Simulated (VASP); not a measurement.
# H5CCl in VASP: single point with PBE+D3(BJ)

Aim: the single point of H5CCl with PBE+D3(BJ).

Program: VASP 6.6.1. These are calculated values, not measurements. Logs are shortened: lines on timing, memory, paths and dates and some standing lists are left out, and cuts for length are marked.

### 1 The cell of the first run

The cell holds a disordered packing, 35 atoms: a = 8.559 Å, b = 8.559 Å, c = 8.559 Å, α = 90.00°, β = 90.00°, γ = 90.00°.

### 2 Single point, PBE+D3(BJ)

INCAR reads:

```
  ALGO = Normal
  EDIFF = 1E-6
  ENCUT = 1000
  GGA = PE
  GGA_COMPAT = False
  ISIF = 2
  ISMEAR = -1
  IVDW = 12
  LASPH = True
  LCHARG = False
  LREAL = Auto
  LWAVE = False
  NBANDS = 63
  NELM = 120
  PREC = Accurate
  SIGMA = 0.05
```

KPOINTS reads:

```
k-points
0
Gamma
  1 1 1
```

POSCAR reads:

```
H5CCl
1.0
    8.5589900000      0.0000000000      0.0000000000
    0.0000000000      8.5589900000      0.0000000000
    0.0000000000      0.0000000000      8.5589900000
C H Cl
5 25 5
Direct
    0.4907143228      0.0166335816      0.2963326556
    0.2676254131      0.5303699215      0.0959023344
    0.8278239699      0.8217305707      0.9160202305
    1.0484894292      0.0895783884      0.2110312123
    0.7282735733      0.2815667706      0.5604200862
    0.5668219450     -0.0579162887      0.3671845638
    0.3936333023     -0.0526178787      0.2499525517
    0.5580169354      0.0663835008      0.1995380305
    0.4450648390      0.1116967423      0.3689094023
    0.3172840060      0.6091640580      0.1837297388
    0.2621080428      0.4124308792      0.1458493796
    0.3433614172      0.5306715223     -0.0073925875
    0.1502126253      0.5714654238      0.0651061271
    0.9536687938      0.8422335847      0.9042118752
    0.7686810417      0.8602519872      0.8091649417
    0.7834676587      0.8879878410      1.0161410616
    0.8062421729      0.6969917544      0.9345469603
    1.0836080801      0.0683287492      0.0897977903
    0.9224181553      0.1103448949      0.2150385033
    1.1098700169      0.1924431672      0.2563170258
    1.0776709359     -0.0125930976      0.2822462989
    0.8209560296      0.2478725087      0.4787672741
    0.6613135229      0.1775590719      0.5932946894
    0.6508306594      0.3664783165      0.5038213485
    0.7800575946      0.3340123524      0.6649894839
    0.1590558063      0.3417039089      0.9053412973
    0.8419548472      0.4871980591      0.2346151543
    0.3072048796      0.0911719596      0.7928866887
    0.3423326281      0.7873526258      0.6661120203
    1.0816936067      0.6612794205      0.4796413775
    0.1220547732      0.2692235053      0.7774024281
    0.7661418344      0.4171240453      0.1231576513
    0.4186344714     -0.0122923086      0.8137955951
    0.3253284397      0.6527605367      0.5938477784
    0.9426197303      0.6807813251      0.4183342308
```

Potentials or basis: VASP PAW PBE potentials, release 64 (C_h, H_h, Cl).

On the command line:

```console
> cat potpaw_PBE.64/C_h/POTCAR potpaw_PBE.64/H_h/POTCAR potpaw_PBE.64/Cl/POTCAR > POTCAR
> mpirun -np 1 vasp_gam > vasp.out
```

OUTCAR:

```text
EDIFF = 1E-6
   ENCUT = 1000
   GGA = PE
   ISIF = 2
   ISMEAR = -1
   IVDW = 12
   LASPH = True
   LREAL = Auto
   NELM = 120
   PREC = Accurate
 IVDW          = 12

 ion  position               nearest neighbor table
   1  0.491  0.017  0.296-   6 1.10   7 1.10   8 1.10   9 1.10
   2  0.268  0.530  0.096-  10 1.10  12 1.10  13 1.10  11 1.10
   3  0.828  0.822  0.916-  17 1.10  16 1.10  14 1.10  15 1.10
   4  0.048  0.090  0.211-  19 1.09  21 1.09  18 1.10  20 1.10
   5  0.728  0.282  0.560-  25 1.09  23 1.10  22 1.10  24 1.10
   6  0.567  0.942  0.367-   1 1.10
   7  0.394  0.947  0.250-   1 1.10
   8  0.558  0.066  0.200-   1 1.10
   9  0.445  0.112  0.369-   1 1.10
  10  0.317  0.609  0.184-   2 1.10
  11  0.262  0.412  0.146-   2 1.10
[... 22 lines left out ...]
  34  0.325  0.653  0.594-  29 1.32
  35  0.943  0.681  0.418-  30 1.31

  LATTYP: Found a simple cubic cell.
 ALAT       =     8.5589900000

  Lattice vectors:

 A1 = (   8.5589900000,   0.0000000000,   0.0000000000)
 A2 = (   0.0000000000,   8.5589900000,   0.0000000000)
 A3 = (   0.0000000000,   0.0000000000,   8.5589900000)

Analysis of symmetry for initial positions (statically):
=====================================================================
 Subroutine PRICEL returns:
 Original cell was already a primitive cell.

 Routine SETGRP: Setting up the symmetry group for a
 simple cubic supercell.

 Subroutine GETGRP returns: Found  1 space group operations
 (whereof  1 operations were pure point group operations)
 out of a pool of 48 trial point group operations.

The static configuration has the point symmetry C_1 .

Analysis of symmetry for dynamics (positions and initial velocities):
=====================================================================
 Subroutine PRICEL returns:
 Original cell was already a primitive cell.

 Routine SETGRP: Setting up the symmetry group for a
 simple cubic supercell.

 Subroutine GETGRP returns: Found  1 space group operations
 (whereof  1 operations were pure point group operations)
 out of a pool of 48 trial point group operations.

The dynamic configuration has the point symmetry C_1 .

 Subroutine INISYM returns: Found  1 space group operations
 (whereof  1 operations are pure point group operations),
 and found     1 'primitive' translations

----------------------------------------------------------------------------------------

                                     Primitive cell

  volume of cell :     627.0000

  direct lattice vectors                    reciprocal lattice vectors
     8.558990000  0.000000000  0.000000000     0.116836215  0.000000000  0.000000000
     0.000000000  8.558990000  0.000000000     0.000000000  0.116836215  0.000000000
     0.000000000  0.000000000  8.558990000     0.000000000  0.000000000  0.116836215

  length of vectors
     8.558990000  8.558990000  8.558990000     0.116836215  0.116836215  0.116836215

  position of ions in fractional coordinates (direct lattice)
     0.490714323  0.016633582  0.296332656
     0.267625413  0.530369921  0.095902334
     0.827823970  0.821730571  0.916020231
     0.048489429  0.089578388  0.211031212
     0.728273573  0.281566771  0.560420086
     0.566821945  0.942083711  0.367184564
[... 27 lines left out ...]
     0.325328440  0.652760537  0.593847778
     0.942619730  0.680781325  0.418334231

  ion indices of the primitive-cell ions
   primitive index   ion index
                 1           1
                 2           2
                 3           3
                 4           4
                 5           5
                 6           6
[... 27 lines left out ...]
                34          34
                35          35

----------------------------------------------------------------------------------------

 KPOINTS: k-points

Automatic generation of k-mesh.
 Grid dimensions read from file:
 generate k-points for:    1    1    1

 Generating k-lattice:

  Cartesian coordinates                     Fractional coordinates (reciprocal lattice)
     0.116836215  0.000000000  0.000000000     1.000000000  0.000000000  0.000000000
     0.000000000  0.116836215  0.000000000     0.000000000  1.000000000  0.000000000
     0.000000000  0.000000000  0.116836215     0.000000000  0.000000000  1.000000000

  Length of vectors
     0.116836215  0.116836215  0.116836215

  Shift w.r.t. Gamma in fractional coordinates (k-lattice)
     0.000000000  0.000000000  0.000000000

 Subroutine IBZKPT returns following result:
 ===========================================

 Found      1 irreducible k-points:

 Following reciprocal coordinates:
            Coordinates               Weight
  0.000000  0.000000  0.000000      1.000000
   k-points           NKPTS =      1   k-points in BZ     NKDIM =      1   number of bands    NBANDS=     63
   number of dos      NEDOS =    301   number of ions     NIONS =     35
   total plane-waves  NPLWV = 729000
   dimension x,y,z NGX =    90 NGY =   90 NGZ =   90
   dimension x,y,z NGXF=   180 NGYF=  180 NGZF=  180
   ions per type =               5  25   5
   NGX,Y,Z   is equivalent  to a cutoff of  17.48, 17.48, 17.48 a.u.
   NGXF,Y,Z  is equivalent  to a cutoff of  34.96, 34.96, 34.96 a.u.
 SYSTEM =  unknown system
   PREC   = accura    normal or accurate (medium, high low for compatibility)
   ISTART =      0    job   : 0-new  1-cont  2-samecut
   ICHARG =      2    charge: 1-file 2-atom 10-const
   ISPIN  =      1    spin polarized calculation?
   LNONCOLLINEAR =      F non collinear calculations
   LSORBIT =      F    spin-orbit coupling
   LASPH  =      T    aspherical Exc in radial PAW
   ENCUT  = 1000.0 eV  73.50 Ry    8.57 a.u.  22.07 22.07 22.07*2*pi/ulx,y,z
   NELM   =    120;   NELMIN=  2; NELMDL= -5     # of ELM steps
   EDIFF  = 0.1E-05   stopping-criterion for ELM
   LREAL  =      T    real-space projection
   EDIFFG = 0.1E-04   stopping-criterion for IOM
   NSW    =      0    number of steps for IOM
   IBRION =     -1    ionic relax: 0-MD 1-quasi-New 2-CG
   NFREE  =      0    steps in history (QN), initial steepest desc. (CG)
   ISIF   =      2    stress and relaxation
   ISYM   =      2    0-nonsym 1-usesym 2-fastsym
   POTIM  = 0.5000    time-step for ionic-motion
   TEBEG  =    0.0;   TEEND  =   0.0 temperature during run
   PSTRESS=    0.0 pullay stress
   NELECT =      80.0000    total number of electrons
   NUPDOWN=      -1.0000    fix difference up-down
   EMIN   =  10.00;   EMAX   =-10.00  energy-range for DOS
   EFERMI =   0.00;   METHOD = LEGACY
   ISMEAR =    -1;   SIGMA  =   0.05  broadening in eV -4-tet -1-fermi 0-gaus
   EFERMI_NEDOS =   21; number of points for ismear=-14 and -15
   IALGO  =     38    algorithm
   IMIX   =      4    mixing-type and parameters
     AMIX     =   0.40;   BMIX     =  1.00
     AMIX_MAG =   1.60;   BMIX_MAG =  1.00
  volume/ion in A,a.u.               =      17.91       120.89
  Fermi-wavevector in a.u.,A,eV,Ry     =   0.824168  1.557451  9.241792  0.679253
  Thomas-Fermi vector in A             =   1.935805
   LORBIT       =      0    0 simple, 1 ext, 2 COOP (PROOUT), +10 PAW based schemes
   GGA     = PE    functional components
   LHFCALC =     F    Hartree Fock is set to
   AEXX    =    0.0000 exact exchange contribution
   IVDW    =    12    specifies the selected vdW correction
   LEPSILON=     F    determine dielectric tensor
   LRPA    =     F    only Hartree local field effects (RPA)
 non-spin polarized calculation
  energy-cutoff  :     1000.00
  volume of cell :      627.00
 maximum number of plane-waves:     22513
 NGX is ok and might be reduce to    90
   NGX = 45   NGY = 45   NGZ = 45

 number of electron      80.0000000 magnetization

 Free energy of the ion-electron system (eV)
  ---------------------------------------------------
  ext. energy  EPLUGINS =         0.00000000
  ---------------------------------------------------
  free energy    TOTEN  =      -151.36894336 eV

  energy without entropy =     -151.36894336  energy(sigma->0) =     -151.36894336

 E-fermi :  -3.7688     XC(G=0):  -5.4907

 val. band max:       -5.0302701663   @ k =   0.0000   0.0000   0.0000
 cond. band min:       0.7808986835   @ k =   0.0000   0.0000   0.0000
 fundamental gap:      5.8111688498
 Fermi energy:        -3.7687525938

 k-point     1 :       0.0000    0.0000    0.0000
  band No.  band energies     occupation
      1     -19.1180      2.00000
      2     -18.7838      2.00000
      3     -18.5843      2.00000
      4     -18.4133      2.00000
      5     -18.1849      2.00000
      6     -14.7168      2.00000
[... 44 lines left out ...]
     51       3.6187      0.00000
     52       3.7065      0.00000
 [bands above 52 left out]

------------------------ aborting loop because EDIFF is reached ----------------------------------------

 Edisp (eV)   -1.09591

 E8    (eV) :    -0.2621

  FORCE on cell =-STRESS in cart. coord.  units (eV):
  Direction    XX          YY          ZZ          XY          YZ          ZX
  --------------------------------------------------------------------------------------
  -------------------------------------------------------------------------------------
  Total      -1.18250    -1.00729    -1.14827    -0.06895    -0.46980    -0.21290
  in kB      -3.02165    -2.57393    -2.93417    -0.17619    -1.20049    -0.54403
  external pressure =       -2.84 kB  Pullay stress =        0.00 kB

 VOLUME and BASIS-vectors are now :
 -----------------------------------------------------------------------------
  energy-cutoff  :     1000.00
  volume of cell :      627.00
      direct lattice vectors                 reciprocal lattice vectors
     8.558990000  0.000000000  0.000000000     0.116836215  0.000000000  0.000000000
     0.000000000  8.558990000  0.000000000     0.000000000  0.116836215  0.000000000
     0.000000000  0.000000000  8.558990000     0.000000000  0.000000000  0.116836215

 POSITION                                       TOTAL-FORCE (eV/Angst)
 -----------------------------------------------------------------------------------
      4.20002      0.14237      2.53631         0.002033      0.010425     -0.003337
      2.29060      4.53943      0.82083        -0.012693      0.011436     -0.018547
      7.08534      7.03318      7.84021        -0.001421      0.006883     -0.029454
      0.41502      0.76670      1.80621         0.002559     -0.007261      0.009052
      6.23329      2.40993      4.79663        -0.015831      0.005576      0.009925
      4.85142      8.06329      3.14273         0.007086     -0.007135      0.008012
[... 27 lines left out ...]
      2.78448      5.58697      5.08274         0.012732      0.101801      0.056432
      8.06787      5.82680      3.58052         0.161161     -0.021726      0.085040
 -----------------------------------------------------------------------------------
    total drift:                               -0.003403      0.013403      0.007110

  FREE ENERGIE OF THE ION-ELECTRON SYSTEM (eV)
  ---------------------------------------------------
  free  energy   TOTEN  =      -152.4648535312 eV

  energy  without entropy=     -152.4648535312  energy(sigma->0) =     -152.46485353
```

It took 1.9 min on 1 thread of Intel Xeon 6975P-C (Granite Rapids), shared host; peak memory 1.2 GiB.

Results:

- Free energy: -152.4649 eV
- Pressure: -0.3 GPa
- Largest force: 0.201 eV/Å
- Band gap on the k mesh: 5.81 eV
- Dispersion energy per atom: -0.031 eV

Forces in eV/Å, atoms in the order of the input:
```
C    0.002  0.010 -0.003
C   -0.013  0.011 -0.019
C   -0.001  0.007 -0.029
C    0.003 -0.007  0.009
C   -0.016  0.006  0.010
H    0.007 -0.007  0.008
H    0.008 -0.003 -0.003
H   -0.002 -0.002 -0.003
H    0.001 -0.020 -0.003
H    0.008 -0.001 -0.012
H   -0.009 -0.007 -0.002
H   -0.001  0.013  0.009
H    0.016 -0.014  0.001
H    0.001 -0.001  0.005
H    0.015  0.003  0.008
H    0.000  0.005 -0.009
H    0.002  0.009 -0.008
H    0.009 -0.004  0.014
H    0.007  0.005 -0.001
H    0.002 -0.008  0.003
H    0.000  0.002 -0.006
H   -0.006  0.006  0.002
H   -0.002  0.014  0.008
H    0.014 -0.030  0.009
H   -0.003  0.002 -0.004
H   -0.025 -0.058 -0.133
H   -0.067 -0.052 -0.101
H    0.073 -0.083  0.024
H   -0.014 -0.135 -0.072
H   -0.185  0.034 -0.071
Cl   0.001  0.097  0.131
Cl   0.072  0.062  0.104
Cl  -0.071  0.065 -0.006
Cl   0.013  0.102  0.056
Cl   0.161 -0.022  0.085
```

Levels at points of the mesh, in eV from the valence-band top:
```
           k point  band 37  band 38  band 39  band 40  band 41  band 42  band 43  band 44
(0.00, 0.00, 0.00)    -0.40    -0.29    -0.07     0.00     5.81     6.87     7.31     7.32
```

Caveat: the k points lie up to 0.73 Å⁻¹ apart.
